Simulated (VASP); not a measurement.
# Os (Cmcm) in VASP: notebook, part 2 of 2

VASP 6.6.1.

### 3 Single point, PBE (strain +0.0450 x Voigt [1, -1, 0, 0, 0, 0])

Input file INCAR:

```
SYSTEM = Os
  PREC = Accurate
  ENCUT = 520
  EDIFF = 1E-6
  ISMEAR = 0
  SIGMA = 0.15
  LREAL = .FALSE.
  LASPH = .TRUE.
  NELM = 80
  ALGO = Fast
  ISIF = 2
  LWAVE = .FALSE.
  LCHARG = .FALSE.
  GGA = PE
  NBANDS = 15
```

Input file KPOINTS:

```
Automatic mesh
0
G
  18 18 12
  0 0 0
```

Input file POSCAR:

```
Os
1.0
    2.8571344744      0.0000000000      0.0000000000
   -1.4285672372      2.2612490337      0.0000000000
    0.0000000000      0.0000000000      4.3197000000
Os
2
Direct
    0.3333333333      0.6666666667      0.2500000000
    0.6666666667      0.3333333333      0.7500000000
```

Potentials or basis: VASP PAW PBE potentials, release 64 (Os).

Command:

```sh
$ cat potpaw_PBE.64/Os/POTCAR > POTCAR
$ mpirun -np 1 vasp_std > vasp.out
```

OUTCAR:

```text
SYSTEM = Os
   PREC = Accurate
   ENCUT = 520
   EDIFF = 1E-6
   ISMEAR = 0
   LREAL = .FALSE.
   LASPH = .TRUE.
   NELM = 80
   ISIF = 2
   GGA = PE

 ion  position               nearest neighbor table
   1  0.333  0.667  0.250-   2 2.63   2 2.63   2 2.70   2 2.70   2 2.70   2 2.70
   2  0.667  0.333  0.750-   1 2.63   1 2.63   1 2.70   1 2.70   1 2.70   1 2.70

  Warning from LATTYP: Monoclinic adjustment (A1->A3, A2->A1, A3->A2)!
  LATTYP: Found a base centered orthorhombic cell.
 ALAT       =     2.8571344744
 B/A-ratio  =     1.5828789677
 C/A-ratio  =     1.5118994359

  Lattice vectors:

 A1 = (   1.4285672372,  -2.2612490337,   0.0000000000)
 A2 = (   1.4285672372,   2.2612490337,   0.0000000000)
 A3 = (   0.0000000000,   0.0000000000,   4.3197000000)

Analysis of symmetry for initial positions (statically):
=====================================================================
 Subroutine PRICEL returns:
 Original cell was already a primitive cell.

 Routine SETGRP: Setting up the symmetry group for a
 base centered orthorhombic supercell.

 Subroutine GETGRP returns: Found  8 space group operations
 (whereof  4 operations were pure point group operations)
 out of a pool of  8 trial point group operations.

The static configuration has the point symmetry C_2h.
[... 176 lines left out ...]
      3       5.4890      2.00000
      4       6.4156      2.00000
      5       6.6603      2.00000
      6       7.4739      2.00000
      7       7.7659      2.00000
      8       8.1578      2.00000
      9       8.2149      2.00000
     10       9.5245      1.10777
     11      10.9555      0.00000
     12      11.4595      0.00000
     13      18.5976      0.00000
     14      23.5641      0.00000
[... 401 lines left out ...]
      2       2.9588      2.00000
      3       4.8479      2.00000
      4       4.9285      2.00000
      5       6.2126      2.00000
      6       6.9293      2.00000
      7       7.5556      2.00000
      8       8.4218      2.00000
      9       9.0945      1.99997
     10       9.7050      0.11730
     11      11.9428      0.00000
     12      16.9328      0.00000
     13      18.0450      0.00000
     14      22.8919      0.00000
     15      25.4891      0.00000

 [... further k-points ...]
[... 5 lines left out ...]
  --------------------------------------------------------------------------------------
  -------------------------------------------------------------------------------------
  Total       -1.5454420      6.2072199      1.6554159      0.0000000      0.0000000      0.0000000
  in kB      -88.7218610    356.3485936     95.0353224      0.0000000      0.0000000      0.0000000
  external PRESSURE =     120.8873517 kB  Pullay stress =       0.0000000 kB

 VOLUME and BASIS-vectors are now :
 -----------------------------------------------------------------------------
  energy-cutoff  :      520.00
  volume of cell :       27.91
      direct lattice vectors                 reciprocal lattice vectors
     2.857134474  0.000000000  0.000000000     0.350001027  0.221116734  0.000000000
    -1.428567237  2.261249034  0.000000000     0.000000000  0.442233467  0.000000000
     0.000000000  0.000000000  4.319700000     0.000000000  0.000000000  0.231497558

 POSITION                                       TOTAL-FORCE (eV/Angst)
 -----------------------------------------------------------------------------------
     -0.00000      1.50750      1.07993         0.000000     -0.286223     -0.000000
      1.42857      0.75375      3.23977         0.000000      0.286223      0.000000
 -----------------------------------------------------------------------------------
    total drift:                               -0.000000      0.000000     -0.000000

  FREE ENERGIE OF THE ION-ELECTRON SYSTEM (eV)
  ---------------------------------------------------
  free  energy   TOTEN  =       -22.3034112223 eV

  energy  without entropy=      -22.2894805741  energy(sigma->0) =      -22.29644590
```

OSZICAR:

```text
N       E                     dE             d eps       ncg     rms          rms(c)
DAV:   1     0.103178058411E+03    0.10318E+03   -0.74616E+03 19125   0.103E+03
DAV:   2    -0.189129665499E+02   -0.12209E+03   -0.10698E+03 19412   0.328E+02
DAV:   3    -0.236459681971E+02   -0.47330E+01   -0.45678E+01 25844   0.569E+01
DAV:   4    -0.236796532394E+02   -0.33685E-01   -0.33647E-01 20763   0.497E+00
DAV:   5    -0.236798323080E+02   -0.17907E-03   -0.17906E-03 26132   0.341E-01    0.236E+01
RMM:   6    -0.226226297160E+02    0.10572E+01   -0.73525E-01 19146   0.640E+00    0.995E+00
RMM:   7    -0.223073689376E+02    0.31526E+00   -0.91900E-01 19529   0.584E+00    0.683E-01
RMM:   8    -0.223059805200E+02    0.13884E-02   -0.54952E-02 20790   0.282E+00    0.147E+00
RMM:   9    -0.223070223869E+02   -0.10419E-02   -0.16931E-02 21314   0.845E-01    0.615E-01
RMM:  10    -0.223034111645E+02    0.36112E-02   -0.95100E-03 19744   0.109E+00    0.358E-01
RMM:  11    -0.223034109969E+02    0.16768E-06   -0.53388E-04 21220   0.208E-01    0.363E-01
RMM:  12    -0.223034131848E+02   -0.21879E-05   -0.25602E-05 21735   0.406E-02    0.640E-02
RMM:  13    -0.223034121315E+02    0.10533E-05   -0.16802E-05 20908   0.322E-02    0.184E-01
RMM:  14    -0.223034112223E+02    0.90916E-06   -0.21725E-06 16836   0.139E-02
   1 F= -.22303411E+02 E0= -.22296446E+02  d E =-.139306E-01
```

It took 72 s on 1 thread of Intel Xeon 6975P-C (Granite Rapids), shared host; peak memory 0.33 GiB.

What came out:

```
Free energy            : -22.3034 eV
Pressure               : 12.1 GPa
Largest force          : 0.286 eV/Å
Band gap on the k mesh : zero (band 8 reaches 11.91 eV, above the bottom of band 9 at 7.74 eV)
```

Forces in eV/Å, atoms in the order of the input:
```
Os   0.000 -0.286  0.000
Os   0.000  0.286  0.000
```

Stress tensor (GPa, compression positive):
```
-8.87  0.00  0.00
 0.00 35.63  0.00
 0.00  0.00  9.50
```

Caveat: the cell differs from its parent crystal (strain +0.0450 x Voigt [1, -1, 0, 0, 0, 0]); spin-orbit coupling is left out, which moves the levels of the heavy elements.

### 4 Single point, PBE (strain +0.0600 x Voigt [1, -1, 0, 0, 0, 0])

Input file INCAR:

```
PREC = Accurate
ENCUT = 520
EDIFF = 1E-6
ISMEAR = 0
SIGMA = 0.15
LREAL = F
LASPH = T
NELM = 60
ALGO = Fast
ISIF = 2
LWAVE = F
LCHARG = F
GGA = PE
NBANDS = 15
```

Input file KPOINTS:

```
regular mesh
0
Gamma
  18 18 12
```

Input file POSCAR:

```
Os
1.0
    2.8981459740      0.0000000000      0.0000000000
   -1.4490729871      2.2257320332      0.0000000000
    0.0000000000      0.0000000000      4.3197000000
Os
2
Direct
    0.3333333333      0.6666666667      0.2500000000
    0.6666666667      0.3333333333      0.7500000000
```

Command:

```sh
$ cat potpaw_PBE.64/Os/POTCAR > POTCAR
$ mpirun -np 1 vasp_std > vasp.out
```

It took 72 s on 1 thread of Intel Xeon 6975P-C (Granite Rapids), shared host; peak memory 0.34 GiB.

Results (log left out):

| Property | Result |
| --- | --- |
| Free energy | -22.1662 eV |
| Pressure | 14.6 GPa |
| Largest force | 0.396 eV/Å |
| Band gap on the k mesh | zero (band 8 reaches 11.98 eV, above the bottom of band 9 at 7.86 eV) |

Forces in eV/Å, atoms in the order of the input:
```
Os   0.000 -0.396  0.000
Os   0.000  0.396  0.000
```

Stress tensor (GPa, compression positive):
```
-11.45   0.00   0.00
  0.00  45.42   0.00
  0.00   0.00   9.88
```

Levels at points of the mesh, in eV from the Fermi level:
```csv
k point,band 5,band 6,band 7,band 8,band 9,band 10,band 11,band 12
"(0.00, 0.00, 0.00)",-2.92,-1.81,-1.72,-1.34,-1.02,-0.04,1.34,1.98
"(0.50, 0.00, 0.00)",-3.18,-2.39,-2.36,1.42,1.97,2.79,4.42,5.65
"(0.00, 0.50, 0.00)",-2.47,-2.42,-1.10,2.40,2.53,3.06,4.93,6.59
"(0.00, 0.00, 0.50)",-3.71,-3.71,-2.13,-2.13,0.53,0.53,1.30,1.30
"(0.50, 0.00, 0.50)",-0.83,-0.83,-0.42,-0.42,1.72,1.72,3.40,3.40
"(0.00, 0.50, 0.50)",-2.02,-2.02,0.27,0.27,2.82,2.82,3.77,3.77
```

Caveat: the cell differs from its parent crystal (strain +0.0600 x Voigt [1, -1, 0, 0, 0, 0]); spin-orbit coupling is left out, which moves the levels of the heavy elements.

### 5 Single point, PBE (strain -0.0450 x Voigt [1, -1, 0, 0, 0, 0])

Input file INCAR:

```
PREC = Accurate
ENCUT = 520
EDIFF = 1E-6
ISMEAR = 0
SIGMA = 0.15
LREAL = False
LASPH = True
NELM = 100
ALGO = Fast
ISIF = 2
LWAVE = False
LCHARG = False
GGA = PE
NBANDS = 15
```

KPOINTS is that of step 4.

Input file POSCAR:

```
Os
1.0
    2.6110654766      0.0000000000      0.0000000000
   -1.3055327383      2.4743510369      0.0000000000
    0.0000000000      0.0000000000      4.3197000000
Os
2
Direct
    0.3333333333      0.6666666667      0.2500000000
    0.6666666667      0.3333333333      0.7500000000
```

Command:

```sh
$ cat potpaw_PBE.64/Os/POTCAR > POTCAR
$ mpirun -np 1 vasp_std > vasp.out
```

Wall time 99 s (1 thread of Intel Xeon 6975P-C (Granite Rapids), shared host); peak memory 0.33 GiB.

Results (log left out):

```
Free energy            : -22.2803 eV
Pressure               : 12.5 GPa
Largest force          : 0.223 eV/Å
Band gap on the k mesh : zero (band 8 reaches 11.44 eV, above the bottom of band 9 at 7.82 eV)
```

Forces on the atoms (eV/Å):
```
Os   0.000  0.223  0.000
Os   0.000 -0.223  0.000
```

Stress tensor (GPa, compression positive):
```
 40.68   0.00   0.00
  0.00 -12.93   0.00
  0.00   0.00   9.69
```

Levels at points of the mesh, in eV from the Fermi level:
```tsv
k point	band 5	band 6	band 7	band 8	band 9	band 10	band 11	band 12
(0.00, 0.00, 0.00)	-2.78	-2.07	-1.89	-1.33	-1.26	-0.01	1.36	1.99
(0.50, 0.00, 0.00)	-2.71	-2.46	-1.59	1.90	2.44	2.56	4.84	6.24
(0.00, 0.50, 0.00)	-2.82	-2.75	-2.59	1.84	2.42	2.94	3.91	5.12
(0.00, 0.00, 0.50)	-3.66	-3.66	-2.40	-2.40	0.56	0.56	1.25	1.25
(0.50, 0.00, 0.50)	-1.50	-1.50	0.00	0.00	2.17	2.17	3.66	3.66
(0.00, 0.50, 0.50)	-0.63	-0.63	-0.57	-0.57	2.23	2.23	3.01	3.01
```

Caveat: the cell differs from its parent crystal (strain -0.0450 x Voigt [1, -1, 0, 0, 0, 0]); spin-orbit coupling is left out, which moves the levels of the heavy elements.

### 6 Single point, PBE (strain +0.0525 x Voigt [1, -1, 0, 0, 0, 0])

Input file INCAR:

```
ALGO     = Fast           # electronic algorithm
EDIFF    = 1E-6           # SCF threshold, eV
ENCUT    = 520            # plane-wave cutoff, eV
GGA      = PE             # functional
ISIF     = 2              # what is computed and relaxed
ISMEAR   = 0              # smearing method
LASPH    = T              # aspherical terms in the spheres
LCHARG   = F              # write CHGCAR
LREAL    = F              # projectors in reciprocal space
LWAVE    = F              # write WAVECAR
NBANDS   = 15             # bands
NELM     = 80             # most SCF steps
PREC     = Accurate       # precision mode
SIGMA    = 0.15           # smearing width, eV
```

Input file KPOINTS:

```
k-points
0
Gamma
  18 18 12
```

Input file POSCAR:

```
Os
1.0
    2.8776402242      0.0000000000      0.0000000000
   -1.4388201121      2.2434905334      0.0000000000
    0.0000000000      0.0000000000      4.3197000000
Os
2
Direct
    0.3333333333      0.6666666667      0.2500000000
    0.6666666667      0.3333333333      0.7500000000
```

Potentials or basis: VASP PAW PBE potentials, release 64 (Os).

Command:

```sh
$ cat potpaw_PBE.64/Os/POTCAR > POTCAR
$ mpirun -np 1 vasp_std > vasp.out
```

Wall time 4 min (1 thread of Oxide Virtual Turin-like, shared host); peak memory 0.3 GiB.

It converged, with:

```
Free energy            : -22.2391 eV
Pressure               : 13.3 GPa
Largest force          : 0.341 eV/Å
Band gap on the k mesh : zero (band 8 reaches 12.00 eV, above the bottom of band 9 at 7.80 eV)
```

Forces on the atoms (eV/Å):
```
Os   0.000 -0.341  0.000
Os   0.000  0.341  0.000
```

Stress tensor (GPa, compression positive):
```
-10.37   0.00   0.00
  0.00  40.49   0.00
  0.00   0.00   9.69
```

Levels at points of the mesh, in eV from the Fermi level:
| k point | band 5 | band 6 | band 7 | band 8 | band 9 | band 10 | band 11 | band 12 |
| --- | --- | --- | --- | --- | --- | --- | --- | --- |
| (0.00, 0.00, 0.00) | -2.90 | -1.89 | -1.80 | -1.36 | -1.17 | -0.02 | 1.38 | 1.95 |
| (0.50, 0.00, 0.00) | -3.15 | -2.44 | -2.30 | 1.53 | 2.08 | 2.79 | 4.40 | 5.63 |
| (0.00, 0.50, 0.00) | -2.48 | -2.48 | -1.20 | 2.44 | 2.45 | 2.99 | 4.87 | 6.47 |
| (0.00, 0.00, 0.50) | -3.68 | -3.68 | -2.27 | -2.27 | 0.56 | 0.56 | 1.25 | 1.25 |
| (0.50, 0.00, 0.50) | -0.88 | -0.88 | -0.39 | -0.39 | 1.83 | 1.83 | 3.37 | 3.37 |
| (0.00, 0.50, 0.50) | -1.92 | -1.92 | 0.22 | 0.22 | 2.74 | 2.74 | 3.70 | 3.70 |

Caveat: the cell differs from its parent crystal (strain +0.0525 x Voigt [1, -1, 0, 0, 0, 0]); spin-orbit coupling is left out, which moves the levels of the heavy elements.

### 7 Overview

```csv
cell,gap on the mesh (eV),pressure (GPa),largest force (eV/Å)
"a = 2.570, b = 2.820, c = 4.320 Å, angles 90.0, 90.0, 117.1°, 2 atoms",none,15.6,0.29
"a = 2.857, b = 2.675, c = 4.320 Å, angles 90.0, 90.0, 122.3°, 2 atoms",none,12.1,0.29
"a = 2.898, b = 2.656, c = 4.320 Å, angles 90.0, 90.0, 123.1°, 2 atoms",none,14.6,0.40
"a = 2.611, b = 2.798, c = 4.320 Å, angles 90.0, 90.0, 117.8°, 2 atoms",none,12.5,0.22
"a = 2.878, b = 2.665, c = 4.320 Å, angles 90.0, 90.0, 122.7°, 2 atoms",none,13.3,0.34
```

Alike in all rows: task single point; level PBE; potentials or basis VASP PAW PBE potentials, release 64 (Os); no spin polarisation; k mesh 18 × 18 × 12; cutoff (eV) 520; smearing gaussian 0.15 eV.

Caveats: spin-orbit coupling is left out, which moves the levels of the heavy elements.

Absolute energies hang on the potentials; compare differences alone.
